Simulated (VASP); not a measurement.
# AlNi (Pm-3m) in VASP: notebook

Runs on AlNi. Level: PBEsol. Tasks: single point.

All numbers are computed with VASP 6.6.1; they aren't measurements. Logs are shortened: lines on timing, memory, paths and dates and some standing lists are left out, and cuts for length are marked.

## 1. The cell of the first run

The structure is cubic, space group Pm-3m (No. 221). Conventional cell: a = 2.881 Å, b = 2.881 Å, c = 2.881 Å, α = 90.00°, β = 90.00°, γ = 90.00°. Al (site symmetry m-3m) has 8 Ni at 2.50 Å and 6 Al at 2.88 Å within 3.3 Å. Ni (site symmetry m-3m) has 8 Al at 2.50 Å and 6 Ni at 2.88 Å within 3.3 Å.

## 2. Single point, PBEsol, collinear spin, ferromagnetic start

Input file INCAR:

```
PREC     = Accurate       # precision mode
ENCUT    = 520            # plane-wave cutoff, eV
EDIFF    = 1E-6           # SCF threshold, eV
ISMEAR   = -1             # smearing method
SIGMA    = 0.15           # smearing width, eV
LREAL    = False          # projectors in reciprocal space
LASPH    = True           # aspherical terms in the spheres
NELM     = 150            # most SCF steps
ALGO     = Normal         # electronic algorithm
ISIF     = 2              # what is computed and relaxed
LWAVE    = False          # write WAVECAR
LCHARG   = False          # write CHGCAR
ISPIN    = 2              # spin polarisation
MAGMOM   = 0 1.5          # initial moments
LORBIT   = 11             # projections on sites
LMAXMIX  = 4              # l up to which the mixer works
GGA      = PS             # functional
NBANDS   = 18             # bands
```

Input file KPOINTS:

```
Automatic mesh
0
Gamma
  6 6 6
```

Input file POSCAR:

```
AlNi
1.0
    2.8810000000      0.0000000000      0.0000000000
    0.0000000000      2.8810000000      0.0000000000
    0.0000000000      0.0000000000      2.8810000000
Al Ni
1 1
Direct
    0.0000000000      0.0000000000      0.0000000000
    0.5000000000      0.5000000000      0.5000000000
```

Potentials or basis: VASP PAW PBE potentials, release 64 (Al, Ni).

Launch:

```console
> cat potpaw_PBE.64/Al/POTCAR potpaw_PBE.64/Ni/POTCAR > POTCAR
> mpirun -np 1 vasp_std > vasp.out
```

OUTCAR:

```text
PREC = Accurate
   ENCUT = 520
   EDIFF = 1E-6
   ISMEAR = -1
   LREAL = False
   LASPH = True
   NELM = 150
   ISIF = 2
   ISPIN = 2
   LORBIT = 11
   GGA = PS

 ion  position               nearest neighbor table
   1  0.000  0.000  0.000-   2 2.50   2 2.50   2 2.50   2 2.50   2 2.50   2 2.50   2 2.50   2 2.50

   2  0.500  0.500  0.500-   1 2.50   1 2.50   1 2.50   1 2.50   1 2.50   1 2.50   1 2.50   1 2.50

  LATTYP: Found a simple cubic cell.
 ALAT       =     2.8810000000

  Lattice vectors:

 A1 = (   2.8810000000,   0.0000000000,   0.0000000000)
 A2 = (   0.0000000000,   2.8810000000,   0.0000000000)
 A3 = (   0.0000000000,   0.0000000000,   2.8810000000)

Analysis of symmetry for initial positions (statically):
=====================================================================
 Subroutine PRICEL returns:
 Original cell was already a primitive cell.

 Routine SETGRP: Setting up the symmetry group for a
 simple cubic supercell.

 Subroutine GETGRP returns: Found 48 space group operations
 (whereof 48 operations were pure point group operations)
 out of a pool of 48 trial point group operations.

The static configuration has the point symmetry O_h .

Analysis of symmetry for dynamics (positions and initial velocities):
=====================================================================
 Subroutine PRICEL returns:
 Original cell was already a primitive cell.

 Routine SETGRP: Setting up the symmetry group for a
 simple cubic supercell.

 Subroutine GETGRP returns: Found 48 space group operations
 (whereof 48 operations were pure point group operations)
 out of a pool of 48 trial point group operations.

The dynamic configuration has the point symmetry O_h .

Analysis of structural, dynamic, and magnetic symmetry:
=====================================================================
 Subroutine PRICEL returns:
 Original cell was already a primitive cell.

 Routine SETGRP: Setting up the symmetry group for a
 simple cubic supercell.

 Subroutine GETGRP returns: Found 48 space group operations
 (whereof 48 operations were pure point group operations)
 out of a pool of 48 trial point group operations.

The overall configuration has the point symmetry O_h .

 Subroutine INISYM returns: Found 48 space group operations
 (whereof 48 operations are pure point group operations),
 and found     1 'primitive' translations

----------------------------------------------------------------------------------------

                                     Primitive cell

  volume of cell :      23.9128

  direct lattice vectors                    reciprocal lattice vectors
     2.881000000  0.000000000  0.000000000     0.347101701  0.000000000  0.000000000
     0.000000000  2.881000000  0.000000000     0.000000000  0.347101701  0.000000000
     0.000000000  0.000000000  2.881000000     0.000000000  0.000000000  0.347101701

  length of vectors
     2.881000000  2.881000000  2.881000000     0.347101701  0.347101701  0.347101701

  position of ions in fractional coordinates (direct lattice)
     0.000000000  0.000000000  0.000000000
     0.500000000  0.500000000  0.500000000

  ion indices of the primitive-cell ions
   primitive index   ion index
                 1           1
                 2           2

----------------------------------------------------------------------------------------

 KPOINTS: Automatic mesh

Automatic generation of k-mesh.
 Grid dimensions read from file:
 generate k-points for:    6    6    6

 Generating k-lattice:

  Cartesian coordinates                     Fractional coordinates (reciprocal lattice)
     0.057850283  0.000000000  0.000000000     0.166666667  0.000000000  0.000000000
     0.000000000  0.057850283  0.000000000     0.000000000  0.166666667  0.000000000
     0.000000000  0.000000000  0.057850283     0.000000000  0.000000000  0.166666667

  Length of vectors
     0.057850283  0.057850283  0.057850283

  Shift w.r.t. Gamma in fractional coordinates (k-lattice)
     0.000000000  0.000000000  0.000000000

 Subroutine IBZKPT returns following result:
 ===========================================

 Found     20 irreducible k-points:

 Following reciprocal coordinates:
            Coordinates               Weight
  0.000000  0.000000  0.000000      1.000000
  0.166667  0.000000  0.000000      6.000000
  0.333333  0.000000  0.000000      6.000000
  0.500000  0.000000  0.000000      3.000000
  0.166667  0.166667  0.000000     12.000000
  0.333333  0.166667  0.000000     24.000000
[... 12 lines left out ...]
  0.500000  0.500000  0.333333      6.000000
  0.500000  0.500000  0.500000      1.000000
   k-points           NKPTS =     20   k-points in BZ     NKDIM =     20   number of bands    NBANDS=     18
   number of dos      NEDOS =    301   number of ions     NIONS =      2
   total plane-waves  NPLWV =  13824
   dimension x,y,z NGX =    24 NGY =   24 NGZ =   24
   dimension x,y,z NGXF=    48 NGYF=   48 NGZF=   48
   ions per type =               1   1
   NGX,Y,Z   is equivalent  to a cutoff of  13.85, 13.85, 13.85 a.u.
   NGXF,Y,Z  is equivalent  to a cutoff of  27.70, 27.70, 27.70 a.u.
 SYSTEM =  unknown system
   PREC   = accura    normal or accurate (medium, high low for compatibility)
   ISTART =      0    job   : 0-new  1-cont  2-samecut
   ICHARG =      2    charge: 1-file 2-atom 10-const
   ISPIN  =      2    spin polarized calculation?
   LNONCOLLINEAR =      F non collinear calculations
   LSORBIT =      F    spin-orbit coupling
   LASPH  =      T    aspherical Exc in radial PAW
   ENCUT  =  520.0 eV  38.22 Ry    6.18 a.u.   5.36  5.36  5.36*2*pi/ulx,y,z
   NELM   =    150;   NELMIN=  2; NELMDL= -5     # of ELM steps
   EDIFF  = 0.1E-05   stopping-criterion for ELM
   LREAL  =      F    real-space projection
   EDIFFG = 0.1E-04   stopping-criterion for IOM
   NSW    =      0    number of steps for IOM
   IBRION =     -1    ionic relax: 0-MD 1-quasi-New 2-CG
   NFREE  =      0    steps in history (QN), initial steepest desc. (CG)
   ISIF   =      2    stress and relaxation
   ISYM   =      2    0-nonsym 1-usesym 2-fastsym
   POTIM  = 0.5000    time-step for ionic-motion
   TEBEG  =    0.0;   TEEND  =   0.0 temperature during run
   PSTRESS=    0.0 pullay stress
   NELECT =      13.0000    total number of electrons
   NUPDOWN=      -1.0000    fix difference up-down
   EMIN   =  10.00;   EMAX   =-10.00  energy-range for DOS
   EFERMI =   0.00;   METHOD = LEGACY
   ISMEAR =    -1;   SIGMA  =   0.15  broadening in eV -4-tet -1-fermi 0-gaus
   EFERMI_NEDOS =   21; number of points for ismear=-14 and -15
   IALGO  =     38    algorithm
   IMIX   =      4    mixing-type and parameters
     AMIX     =   0.40;   BMIX     =  1.00
     AMIX_MAG =   1.60;   BMIX_MAG =  1.00
  volume/ion in A,a.u.               =      11.96        80.69
  Fermi-wavevector in a.u.,A,eV,Ry     =   1.336122  2.524904 24.289410  1.785221
  Thomas-Fermi vector in A             =   2.464773
   LORBIT       =     11    0 simple, 1 ext, 2 COOP (PROOUT), +10 PAW based schemes
   GGA     = PS    functional components
   LHFCALC =     F    Hartree Fock is set to
   AEXX    =    0.0000 exact exchange contribution
   IVDW    =     0    specifies the selected vdW correction
   LEPSILON=     F    determine dielectric tensor
   LRPA    =     F    only Hartree local field effects (RPA)
 spin polarized calculation
  energy-cutoff  :      520.00
  volume of cell :       23.91
 maximum number of plane-waves:       659
 NGX is ok and might be reduce to    24
   NGX = 11   NGY = 11   NGZ = 11

 number of electron      13.0000015 magnetization      -0.0004768

 number of electron      13.0000015 magnetization       0.0003019

 Free energy of the ion-electron system (eV)
  ---------------------------------------------------
  ext. energy  EPLUGINS =         0.00000000
  ---------------------------------------------------
  free energy    TOTEN  =       -11.59096605 eV

  energy without entropy =      -11.51843178  energy(sigma->0) =      -11.55469891

 E-fermi :   9.9656     XC(G=0): -12.1671

 val. band max:        9.9194114431   @ k =   0.3333   0.1667   0.0000
 cond. band min:      10.2207160515   @ k =   0.3333   0.1667   0.1667
 fundamental gap:      0.3013046084
 Fermi energy:         9.9655700539

 spin component 1

 k-point     1 :       0.0000    0.0000    0.0000
  band No.  band energies     occupation
      1      -1.2328      1.00000
      2       6.6374      1.00000
      3       6.6374      1.00000
      4       8.3278      0.99998
      5       8.3278      0.99998
      6       8.3278      0.99998
[... 10 lines left out ...]
     17      33.2540      0.00000
     18      33.2540      0.00000
[... 379 lines left out ...]
 k-point    20 :       0.5000    0.5000    0.5000
  band No.  band energies     occupation
      1       5.7874      1.00000
      2       5.7874      1.00000
      3       5.7874      1.00000
      4       8.8814      0.99927
      5       8.8814      0.99927
      6      11.8758      0.00000
[... 10 lines left out ...]
     17      41.1636      0.00000
     18      41.1636      0.00000
 Fermi energy:         9.9655700539

 spin component 2

 k-point     1 :       0.0000    0.0000    0.0000
  band No.  band energies     occupation
      1      -1.2328      1.00000
      2       6.6375      1.00000
      3       6.6375      1.00000
      4       8.3278      0.99998
      5       8.3278      0.99998
      6       8.3278      0.99998
[... 10 lines left out ...]
     17      33.2539      0.00000
     18      33.2539      0.00000
[... 379 lines left out ...]
 k-point    20 :       0.5000    0.5000    0.5000
  band No.  band energies     occupation
      1       5.7874      1.00000
      2       5.7874      1.00000
      3       5.7874      1.00000
      4       8.8816      0.99927
      5       8.8816      0.99927
      6      11.8757      0.00000
[... 10 lines left out ...]
     17      41.1635      0.00000
     18      41.1635      0.00000

------------------------ aborting loop because EDIFF is reached ----------------------------------------

  FORCE on cell =-STRESS in cart. coord.  units (eV):
  Direction    XX          YY          ZZ          XY          YZ          ZX
  --------------------------------------------------------------------------------------
  -------------------------------------------------------------------------------------
  Total       -0.3918311     -0.3918311     -0.3918311      0.0000000      0.0000000      0.0000000
  in kB      -26.2530484    -26.2530484    -26.2530484      0.0000000      0.0000000      0.0000000
  external PRESSURE =     -26.2530484 kB  Pullay stress =       0.0000000 kB

 VOLUME and BASIS-vectors are now :
 -----------------------------------------------------------------------------
  energy-cutoff  :      520.00
  volume of cell :       23.91
      direct lattice vectors                 reciprocal lattice vectors
     2.881000000  0.000000000  0.000000000     0.347101701  0.000000000  0.000000000
     0.000000000  2.881000000  0.000000000     0.000000000  0.347101701  0.000000000
     0.000000000  0.000000000  2.881000000     0.000000000  0.000000000  0.347101701

 POSITION                                       TOTAL-FORCE (eV/Angst)
 -----------------------------------------------------------------------------------
      0.00000      0.00000      0.00000         0.000000      0.000000      0.000000
      1.44050      1.44050      1.44050         0.000000      0.000000      0.000000
 -----------------------------------------------------------------------------------
    total drift:                                0.000000      0.000000     -0.000000

  FREE ENERGIE OF THE ION-ELECTRON SYSTEM (eV)
  ---------------------------------------------------
  free  energy   TOTEN  =       -11.5909660490 eV

  energy  without entropy=      -11.5184317799  energy(sigma->0) =      -11.55469891

 total charge

# of ion       s       p       d       tot
------------------------------------------
    1        0.384   0.413   0.000   0.797
    2        0.481   0.521   8.471   9.474
--------------------------------------------------
tot          0.865   0.935   8.471  10.271

 magnetization (x)

# of ion       s       p       d       tot
------------------------------------------
    1       -0.000   0.000   0.000   0.000
    2       -0.000  -0.000   0.000   0.000
--------------------------------------------------
tot         -0.000   0.000   0.000   0.000
```

Wall time 14 s (1 thread of AMD EPYC 7R13 (Zen 3), shared host); peak memory 0.12 GiB.

Results:

```yaml
Free_energy: -11.5910 eV
Pressure: -2.6 GPa
Net_moment: 0.00 μB per cell
Valence_electrons_inside_the_program's_atomic_spheres: Al 0.80; Ni 9.47
```

Caveat: the k points lie up to 0.36 Å⁻¹ apart; the PAW data sets were made with another functional, which shifts forces and pressure a little.

## 3. Single point, PBEsol, collinear spin, ferromagnetic start

Input file INCAR:

```
SYSTEM = AlNi
  ALGO = Normal
  EDIFF = 1E-7
  ENCUT = 520
  GGA = PS
  ISIF = 2
  ISMEAR = -1
  ISPIN = 2
  LASPH = .TRUE.
  LCHARG = .FALSE.
  LMAXMIX = 4
  LORBIT = 11
  LREAL = .FALSE.
  LWAVE = .FALSE.
  MAGMOM = 0 1.5
  NBANDS = 18
  NELM = 150
  PREC = Accurate
  SIGMA = 0.15
```

Input file KPOINTS:

```
k-points
0
G
  8 8 8
  0 0 0
```

POSCAR is that of step 2.

Potentials or basis: VASP PAW PBE potentials, release 64 (Al, Ni).

Launch:

```console
> cat potpaw_PBE.64/Al/POTCAR potpaw_PBE.64/Ni/POTCAR > POTCAR
> mpirun -np 1 vasp_std > vasp.out
```

Run time: 24 s. Hardware: 1 thread of AMD EPYC 7R13 (Zen 3), shared host; peak memory 0.13 GiB.

Results (log left out):

```yaml
Free_energy: -11.6149 eV
Pressure: -2.9 GPa
Net_moment: 0.00 μB per cell
Valence_electrons_inside_the_program's_atomic_spheres: Al 0.80; Ni 9.47
```

Levels at points of the mesh, in eV from the Fermi level:
Spin up:
```
           k point  band 4  band 5  band 6  band 7  band 8  band 9  band 10  band 11
(0.00, 0.00, 0.00)   -1.54   -1.54   -1.54    5.52    5.52    5.52     8.17     8.17
(0.50, 0.00, 0.00)   -2.24   -2.24   -1.45   -0.64    8.32   10.01    10.01    10.92
(0.50, 0.50, 0.00)   -2.85   -2.07   -2.07   -1.01    1.47    2.51    12.31    15.15
(0.50, 0.50, 0.50)   -0.98   -0.98    2.00    2.00    2.00    3.75     4.49     4.49
```
Spin down:
```csv
k point,band 5,band 6,band 7,band 8,band 9,band 10
"(0.00, 0.00, 0.00)",-1.54,-1.54,5.52,5.52,5.52,8.17
"(0.50, 0.00, 0.00)",-2.24,-1.45,-0.64,8.32,10.01,10.01
"(0.50, 0.50, 0.00)",-2.07,-2.07,-1.01,1.47,2.51,12.31
"(0.50, 0.50, 0.50)",-0.98,2.00,2.00,2.00,3.75,4.49
```

Caveat: the PAW data sets were made with another functional, which shifts forces and pressure a little.

## 4. Single point, PBEsol, collinear spin, ferromagnetic start

Input file INCAR:

```
SYSTEM = AlNi
PREC = Accurate
ENCUT = 520
EDIFF = 1E-6
ISMEAR = -1
SIGMA = 0.15
LREAL = .FALSE.
LASPH = .TRUE.
NELM = 150
ALGO = Normal
ISIF = 2
LWAVE = .FALSE.
LCHARG = .TRUE.
ISPIN = 2
MAGMOM = 0 1.5
LORBIT = 11
LMAXMIX = 4
GGA = PS
LELF = .TRUE.
LVHAR = .TRUE.
NBANDS = 18
```

Input file KPOINTS:

```
regular mesh
0
G
  10 10 10
  0 0 0
```

POSCAR is that of step 3.

Launch:

```console
> cat potpaw_PBE.64/Al/POTCAR potpaw_PBE.64/Ni/POTCAR > POTCAR
> mpirun -np 1 vasp_std > vasp.out
```

It took 36 s on 1 thread of AMD EPYC 7R13 (Zen 3), shared host; peak memory 0.14 GiB.

It converged, with:

```
Free energy                                           : -11.6142 eV
Pressure                                              : -3.0 GPa
Net moment                                            : 0.00 μB per cell
Valence electrons inside the program's atomic spheres : Al 0.80; Ni 9.48
```

Levels at points of the mesh, in eV from the Fermi level:
Spin up:
```csv
k point,band 3,band 4,band 5,band 6,band 7,band 8,band 9,band 10
"(0.00, 0.00, 0.00)",-3.28,-1.58,-1.58,-1.58,5.47,5.47,5.47,8.11
"(0.50, 0.00, 0.00)",-2.80,-2.29,-2.29,-1.49,-0.69,8.27,9.96,9.96
"(0.50, 0.50, 0.00)",-2.91,-2.91,-2.11,-2.11,-1.06,1.42,2.46,12.26
"(0.50, 0.50, 0.50)",-4.13,-1.03,-1.03,1.95,1.95,1.95,3.70,4.44
```
Spin down:
```tsv
k point	band 2	band 3	band 4	band 5	band 6	band 7	band 8	band 9	band 10	band 11
(0.00, 0.00, 0.00)	-3.28	-3.28	-1.58	-1.58	-1.58	5.47	5.47	5.47	8.11	8.11
(0.50, 0.00, 0.00)	-6.82	-2.80	-2.29	-2.29	-1.49	-0.69	8.27	9.96	9.96	10.87
(0.50, 0.50, 0.00)	-3.42	-2.91	-2.91	-2.11	-2.11	-1.06	1.42	2.46	12.26	15.10
(0.50, 0.50, 0.50)	-4.13	-4.13	-1.03	-1.03	1.95	1.95	1.95	3.70	4.44	4.44
```

Caveat: the cell stands under tension; the PAW data sets were made with another functional, which shifts forces and pressure a little.
